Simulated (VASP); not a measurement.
# Si (Fd-3m) in VASP: single point with PBEsol

Aim: the single point of Si with PBEsol.

Everything below comes from runs of VASP 6.6.1. Logs are shortened: lines on timing, memory, paths and dates and some standing lists are left out, and cuts for length are marked.

### Step 1. The cell of the first run

It takes space group Fd-3m (No. 227, cubic). The conventional cell has a = 5.433 Å, b = 5.433 Å, c = 5.433 Å, α = 90.00°, β = 90.00°, γ = 90.00°. Within 3.1 Å of Si (site symmetry -43m) lie 4 Si at 2.35 Å.

### Step 2. Single point, PBEsol

INCAR reads:

```
ALGO     = Normal         # electronic algorithm
EDIFF    = 1E-7           # SCF threshold, eV
ENCUT    = 520            # plane-wave cutoff, eV
GGA      = PS             # functional
ISIF     = 2              # what is computed and relaxed
ISMEAR   = 0              # smearing method
LASPH    = T              # aspherical terms in the spheres
LCHARG   = T              # write CHGCAR
LELF     = T              # ELF
LREAL    = F              # projectors in reciprocal space
LVHAR    = T            
LWAVE    = F              # write WAVECAR
NBANDS   = 36             # bands
NELM     = 80             # most SCF steps
PREC     = Accurate       # precision mode
SIGMA    = 0.05           # smearing width, eV
```

KPOINTS reads:

```
k-points
0
Gamma
  6 9 3
```

POSCAR reads:

```
Si
1.0
    5.4328540087      0.0000000000      0.0000000000
    0.0000000000      2.7164270044     -2.7164270044
    0.0000000000      8.1492810131      8.1492810131
Si
12
Direct
    0.5000000000      0.0000000000      0.3333333333
    0.0000000000      0.5000000000      0.5000000000
    0.5000000000      0.0000000000      0.6666666667
    0.0000000000      0.5000000000      0.8333333333
    0.5000000000      0.0000000000      0.0000000000
    0.0000000000      0.5000000000      0.1666666667
    0.7500000000      0.0000000000      0.5000000000
    0.2500000000      0.5000000000      0.6666666667
    0.7500000000      0.0000000000      0.8333333333
    0.2500000000      0.5000000000      1.0000000000
    0.7500000000      0.0000000000      0.1666666667
    0.2500000000      0.5000000000      0.3333333333
```

Potentials or basis: VASP PAW PBE potentials, release 64 (Si).

On the command line:

```sh
$ cat potpaw_PBE.64/Si/POTCAR > POTCAR
$ mpirun -np 1 vasp_std > vasp.out
```

OUTCAR:

```text
EDIFF = 1E-7
   ENCUT = 520
   GGA = PS
   ISIF = 2
   ISMEAR = 0
   LASPH = T
   LREAL = F
   NELM = 80
   PREC = Accurate

 ion  position               nearest neighbor table
   1  0.500  0.000  0.333-  11 2.35  12 2.35  12 2.35   7 2.35
   2  0.000  0.500  0.500-   7 2.35   7 2.35  12 2.35   8 2.35
   3  0.500  0.000  0.667-   9 2.35   8 2.35   8 2.35   7 2.35
   4  0.000  0.500  0.833-   8 2.35   9 2.35   9 2.35  10 2.35
   5  0.500  0.000  0.000-  10 2.35  10 2.35  11 2.35   9 2.35
   6  0.000  0.500  0.167-  12 2.35  11 2.35  11 2.35  10 2.35
   7  0.750  0.000  0.500-   2 2.35   2 2.35   3 2.35   1 2.35
   8  0.250  0.500  0.667-   4 2.35   3 2.35   3 2.35   2 2.35
   9  0.750  0.000  0.833-   3 2.35   4 2.35   4 2.35   5 2.35
  10  0.250  0.500  0.000-   5 2.35   5 2.35   6 2.35   4 2.35
  11  0.750  0.000  0.167-   1 2.35   6 2.35   6 2.35   5 2.35
  12  0.250  0.500  0.333-   6 2.35   1 2.35   1 2.35   2 2.35

  LATTYP: Found a simple orthorhombic cell.
 ALAT       =     3.8416079108
 B/A-ratio  =     1.4142135623
 C/A-ratio  =     3.0000000000

  Lattice vectors:

 A1 = (   0.0000000000,  -2.7164270044,   2.7164270044)
 A2 = (   5.4328540087,   0.0000000000,   0.0000000000)
 A3 = (   0.0000000000,   8.1492810131,   8.1492810131)

Analysis of symmetry for initial positions (statically):
=====================================================================
 Subroutine PRICEL returns following result:

  LATTYP: Found a face centered cubic cell.
 ALAT       =     5.4328540082

  Lattice vectors:

 A1 = (   2.7164270043,   2.7164270038,  -0.0000000006)
 A2 = (   0.0000000000,   2.7164270041,   2.7164270041)
 A3 = (   2.7164270043,  -0.0000000006,   2.7164270038)

   6 primitive cells build up your supercell.

 Routine SETGRP: Setting up the symmetry group for a
 simple orthorhombic supercell.

 Subroutine GETGRP returns: Found  8 space group operations
 (whereof  4 operations were pure point group operations)
 out of a pool of  8 trial point group operations.

The static configuration has the point symmetry C_2v.
 The point group associated with its full space group is D_2h.

Analysis of symmetry for dynamics (positions and initial velocities):
=====================================================================
 Subroutine PRICEL returns following result:

  LATTYP: Found a face centered cubic cell.
 ALAT       =     5.4328540082

  Lattice vectors:

 A1 = (   2.7164270043,   2.7164270038,  -0.0000000006)
 A2 = (   0.0000000000,   2.7164270041,   2.7164270041)
 A3 = (   2.7164270043,  -0.0000000006,   2.7164270038)

   6 primitive cells build up your supercell.

 Routine SETGRP: Setting up the symmetry group for a
 simple orthorhombic supercell.

 Subroutine GETGRP returns: Found  8 space group operations
 (whereof  4 operations were pure point group operations)
 out of a pool of  8 trial point group operations.

The dynamic configuration has the point symmetry C_2v.
 The point group associated with its full space group is D_2h.

 Subroutine INISYM returns: Found  8 space group operations
 (whereof  4 operations are pure point group operations),
 and found     6 'primitive' translations

----------------------------------------------------------------------------------------

                                     Primitive cell

  volume of cell :      40.0889

  direct lattice vectors                    reciprocal lattice vectors
     2.716427004  2.716427004 -0.000000001     0.184065318  0.184065318 -0.184065318
     0.000000000  2.716427004  2.716427004    -0.184065318  0.184065318  0.184065318
     2.716427004 -0.000000001  2.716427004     0.184065318 -0.184065318  0.184065318

  length of vectors
     3.841607910  3.841607910  3.841607910     0.318810482  0.318810482  0.318810482

  position of ions in fractional coordinates (direct lattice)
     0.500000000  0.500000000  0.500000000
     0.750000000  0.750000000  0.750000000

  ion indices of the primitive-cell ions
   primitive index   ion index
                 1           1
                 2          11

----------------------------------------------------------------------------------------

 KPOINTS: k-points

Automatic generation of k-mesh.
 Grid dimensions read from file:
 generate k-points for:    6    9    3

 Generating k-lattice:

  Cartesian coordinates                     Fractional coordinates (reciprocal lattice)
     0.030677553  0.000000000  0.000000000     0.166666667  0.000000000  0.000000000
     0.000000000  0.020451702 -0.020451702     0.000000000  0.111111111  0.000000000
     0.000000000  0.020451702  0.020451702     0.000000000  0.000000000  0.333333333

  Length of vectors
     0.030677553  0.028923074  0.028923074

  Shift w.r.t. Gamma in fractional coordinates (k-lattice)
     0.000000000  0.000000000  0.000000000

 Subroutine IBZKPT returns following result:
 ===========================================

 Found     40 irreducible k-points:

 Following reciprocal coordinates:
            Coordinates               Weight
  0.000000  0.000000  0.000000      1.000000
  0.166667  0.000000  0.000000      2.000000
  0.333333  0.000000  0.000000      2.000000
  0.500000  0.000000  0.000000      1.000000
  0.000000  0.111111  0.000000      2.000000
  0.166667  0.111111  0.000000      4.000000
[... 16 lines left out ...]
  0.333333  0.000000  0.333333      4.000000
  0.500000  0.000000  0.333333      2.000000
 [... further k-points ...]
   k-points           NKPTS =     40   k-points in BZ     NKDIM =     40   number of bands    NBANDS=     36
   number of dos      NEDOS =    301   number of ions     NIONS =     12
   total plane-waves  NPLWV = 108000
   dimension x,y,z NGX =    40 NGY =   30 NGZ =   90
   dimension x,y,z NGXF=    80 NGYF=   60 NGZF=  180
   ions per type =              12
   NGX,Y,Z   is equivalent  to a cutoff of  12.24, 12.98, 12.98 a.u.
   NGXF,Y,Z  is equivalent  to a cutoff of  24.48, 25.97, 25.97 a.u.
 SYSTEM =  unknown system
   PREC   = accura    normal or accurate (medium, high low for compatibility)
   ISTART =      0    job   : 0-new  1-cont  2-samecut
   ICHARG =      2    charge: 1-file 2-atom 10-const
   ISPIN  =      1    spin polarized calculation?
   LNONCOLLINEAR =      F non collinear calculations
   LSORBIT =      F    spin-orbit coupling
   LASPH  =      T    aspherical Exc in radial PAW
   ENCUT  =  520.0 eV  38.22 Ry    6.18 a.u.  10.10  7.14 21.43*2*pi/ulx,y,z
   NELM   =     80;   NELMIN=  2; NELMDL= -5     # of ELM steps
   EDIFF  = 0.1E-06   stopping-criterion for ELM
   LREAL  =      F    real-space projection
   EDIFFG = 0.1E-05   stopping-criterion for IOM
   NSW    =      0    number of steps for IOM
   IBRION =     -1    ionic relax: 0-MD 1-quasi-New 2-CG
   NFREE  =      0    steps in history (QN), initial steepest desc. (CG)
   ISIF   =      2    stress and relaxation
   ISYM   =      2    0-nonsym 1-usesym 2-fastsym
   POTIM  = 0.5000    time-step for ionic-motion
   TEBEG  =    0.0;   TEEND  =   0.0 temperature during run
   PSTRESS=    0.0 pullay stress
   NELECT =      48.0000    total number of electrons
   NUPDOWN=      -1.0000    fix difference up-down
   EMIN   =  10.00;   EMAX   =-10.00  energy-range for DOS
   EFERMI =   0.00;   METHOD = LEGACY
   ISMEAR =     0;   SIGMA  =   0.05  broadening in eV -4-tet -1-fermi 0-gaus
   EFERMI_NEDOS =   21; number of points for ismear=-14 and -15
   IALGO  =     38    algorithm
   IMIX   =      4    mixing-type and parameters
     AMIX     =   0.40;   BMIX     =  1.00
     AMIX_MAG =   1.60;   BMIX_MAG =  1.00
  volume/ion in A,a.u.               =      20.04       135.27
  Fermi-wavevector in a.u.,A,eV,Ry     =   0.956673  1.807850 12.452364  0.915223
  Thomas-Fermi vector in A             =   2.085622
   LORBIT       =      0    0 simple, 1 ext, 2 COOP (PROOUT), +10 PAW based schemes
   GGA     = PS    functional components
   LHFCALC =     F    Hartree Fock is set to
   AEXX    =    0.0000 exact exchange contribution
   IVDW    =     0    specifies the selected vdW correction
   LEPSILON=     F    determine dielectric tensor
   LRPA    =     F    only Hartree local field effects (RPA)
 non-spin polarized calculation
 Gauss-broadening in eV      SIGMA  =   0.05
  energy-cutoff  :      520.00
  volume of cell :      240.53
 maximum number of plane-waves:      6530
   NGX = 21   NGY = 15   NGZ = 43

 number of electron      47.9999998 magnetization

 Free energy of the ion-electron system (eV)
  ---------------------------------------------------
  ext. energy  EPLUGINS =         0.00000000
  ---------------------------------------------------
  free energy    TOTEN  =       -68.95657450 eV

  energy without entropy =      -68.95657450  energy(sigma->0) =      -68.95657450

 E-fermi :   6.0251     XC(G=0):  -9.5490

 val. band max:        5.7780758616   @ k =   0.0000   0.0000   0.0000
 cond. band min:       6.2365550685   @ k =   0.1667   0.0000   0.0000
 fundamental gap:      0.4584792069
 Fermi energy:         6.0251411887

 k-point     1 :       0.0000    0.0000    0.0000
  band No.  band energies     occupation
      1      -6.2041      2.00000
      2      -5.2516      2.00000
      3      -5.2516      2.00000
      4      -2.9238      2.00000
      5      -2.9238      2.00000
      6      -2.0476      2.00000
[... 28 lines left out ...]
     35       9.2895      0.00000
     36       9.2895      0.00000

 k-point     2 :       0.1667    0.0000    0.0000
  band No.  band energies     occupation
      1      -6.0823      2.00000
      2      -5.1423      2.00000
      3      -5.1423      2.00000
      4      -3.2618      2.00000
      5      -3.1459      2.00000
      6      -3.1459      2.00000
[... 850 lines left out ...]
 k-point    24 :       0.5000    0.0000    0.3333
  band No.  band energies     occupation
      1      -5.0208      2.00000
      2      -5.0208      2.00000
      3      -4.7373      2.00000
      4      -4.7373      2.00000
      5      -3.9257      2.00000
      6      -3.9257      2.00000
[... 28 lines left out ...]
     35       9.2139      0.00000
     36       9.2139      0.00000

 [... further k-points ...]

------------------------ aborting loop because EDIFF is reached ----------------------------------------

  FORCE on cell =-STRESS in cart. coord.  units (eV):
  Direction    XX          YY          ZZ          XY          YZ          ZX
  --------------------------------------------------------------------------------------
  -------------------------------------------------------------------------------------
  Total        0.1940539      0.2355179      0.2355179      0.0000000      0.0000645      0.0000000
  in kB        1.2925804      1.5687692      1.5687692      0.0000000      0.0004299      0.0000000
  external PRESSURE =       1.4767063 kB  Pullay stress =       0.0000000 kB

 VOLUME and BASIS-vectors are now :
 -----------------------------------------------------------------------------
  energy-cutoff  :      520.00
  volume of cell :      240.53
      direct lattice vectors                 reciprocal lattice vectors
     5.432854009  0.000000000  0.000000000     0.184065318  0.000000000  0.000000000
     0.000000000  2.716427004 -2.716427004     0.000000000  0.184065318 -0.184065318
     0.000000000  8.149281013  8.149281013     0.000000000  0.061355106  0.061355106

 POSITION                                       TOTAL-FORCE (eV/Angst)
 -----------------------------------------------------------------------------------
      2.71643      2.71643      2.71643         0.000001     -0.000000     -0.000000
      0.00000      5.43285      2.71643         0.000001      0.000000      0.000000
      2.71643      5.43285      5.43285         0.000001     -0.000000      0.000000
      0.00000      8.14928      5.43285         0.000001     -0.000000     -0.000000
      2.71643      0.00000      0.00000         0.000001     -0.000000     -0.000000
      0.00000      2.71643      0.00000         0.000001      0.000000     -0.000000
      4.07464      4.07464      4.07464        -0.000001      0.000000      0.000000
      1.35821      6.79107      4.07464        -0.000001     -0.000000      0.000000
      4.07464      6.79107      6.79107        -0.000001     -0.000000      0.000000
      1.35821      1.35821     -1.35821        -0.000001     -0.000000      0.000000
      4.07464      1.35821      1.35821        -0.000001     -0.000000     -0.000000
      1.35821      4.07464      1.35821        -0.000001      0.000000      0.000000
 -----------------------------------------------------------------------------------
    total drift:                                0.000000     -0.000000     -0.000000

  FREE ENERGIE OF THE ION-ELECTRON SYSTEM (eV)
  ---------------------------------------------------
  free  energy   TOTEN  =       -68.9565744952 eV

  energy  without entropy=      -68.9565744952  energy(sigma->0) =      -68.95657450
```

Run time: 11 min. Hardware: 1 thread of Intel Xeon Platinum 8259CL at 2.50GHz (Skylake/Cascade Lake), shared host; peak memory 0.43 GiB.

What came out:

```yaml
Free_energy: -68.9566 eV
Pressure: 0.1 GPa
Band_gap_on_the_k_mesh: 0.46 eV
```

Caveat: the PAW data sets were made with another functional, which shifts forces and pressure a little; an odd mesh through Γ misses points on the zone boundary, where band edges can lie.
